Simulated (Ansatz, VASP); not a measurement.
**AlNi in VASP and in Ansatz**

INCAR

```
ALGO = Fast ; EDIFF = 1E-6
ENCUT = 520 ; GGA = PE
ISIF = 2 ; ISMEAR = 0
LASPH = T ; LCHARG = F
LREAL = F ; LWAVE = F
NBANDS = 14 ; NELM = 100
PREC = Accurate ; SIGMA = 0.15
```

The input KPOINTS:

```
k-points
0
Gamma
  20 20 20
```

The input POSCAR:

```
AlNi
1.0
    2.0428098070     -1.8895990714      0.0000000000
    2.0428098070      1.8895990714      0.0000000000
    0.0000000000      0.0000000000      2.9011416498
Al Ni
1 1
Direct
    0.0000000000      0.0000000000      0.0000000000
    0.5000000000      0.5000000000      0.5000000000
```

Input for Ansatz:

```yaml
crystal:
  lattice:
    - [2.042809807, -1.8895990714, 0.0]
    - [2.042809807, 1.8895990714, 0.0]
    - [0.0, 0.0, 2.9011416498]
  atoms:
    - { symbol: Al, position: [0.0, 0.0, 0.0] }
    - { symbol: Ni, position: [0.5, 0.5, 0.5] }
basis:
  ecutwfc: 420
kpoints:
  mp_grid: { grid: [20, 20, 20] }
hamiltonian:
  xc: pbe
scf:
  occupations: { method: gaussian, width: 0.15 }
output:
  forces: true
  stress: true
  eigenvalues: true
```

Change from the starting cell: strain -0.0750 x Voigt [0, 1, 0, 0, 0, 0], atoms carried along.

Alike in both runs: task single point; functional PBE; k mesh 20 × 20 × 20; occupations gaussian, width 0.15 eV; no spin polarisation.

|  | VASP | Ansatz |
| --- | --- | --- |
| version | VASP 6.6.1 | Ansatz 0.2.0 |
| potentials or method | VASP PAW PBE potentials, release 64 (Al, Ni), cutoff 520 eV | scalar-relativistic, plane waves, PAW |
| valence electrons in the cell | 13 | 21 |

```tsv
	VASP	Ansatz	Ansatz less VASP
gap on the k mesh at the Fermi level (eV)	none	none	-
pressure (GPa)	15.6	15.7	+0.16
traceless stress, the component that is largest in VASP (GPa)	11.82	11.83	+0.019
```

A gap of «none» marks a metal or a gap that the smearing closes. VASP's potentials hold 13 valence electrons a cell and Ansatz's 21, so a difference there can come from the potentials and not from the codes.
